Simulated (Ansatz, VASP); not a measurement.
Two plane-wave programs on KF

```
K F
1.0
    -0.13238    2.44652    2.44652
     2.44652   -0.13238    2.44652
     2.44652    2.44652   -0.13238
K F
1 1
Direct
  0.00000 0.00000 0.00000
  0.50000 0.50000 0.50000
```

Alike in both runs: task single point; functional LDA; k mesh 8 × 8 × 8; occupations gaussian, width 0.05 eV; no spin polarisation.

|  | VASP | Ansatz |
| --- | --- | --- |
| version | VASP 6.6.1 | Ansatz 0.2.0 |
| potentials or method | VASP PAW LDA potentials, release 64 (K_sv, F), cutoff 520 eV | scalar-relativistic, plane waves, PAW |
| valence electrons in the cell | 16 | 16 |

Ansatz gave:

* gap on the k mesh at the Fermi level (eV): 6.81
* least direct gap on the mesh (eV): 6.81
* pressure (GPa): 4.2
* traceless stress, the component that is largest in VASP (GPa): 0.44

Estimate VASP's values.

gap on the k mesh at the Fermi level (eV): 6.79; least direct gap on the mesh (eV): 6.79; pressure (GPa): 4.6; traceless stress, the component that is largest in VASP (GPa): 0.42.

LDA's correlation is that of Perdew and Zunger in VASP and of Perdew and Wang (1992) in Ansatz.
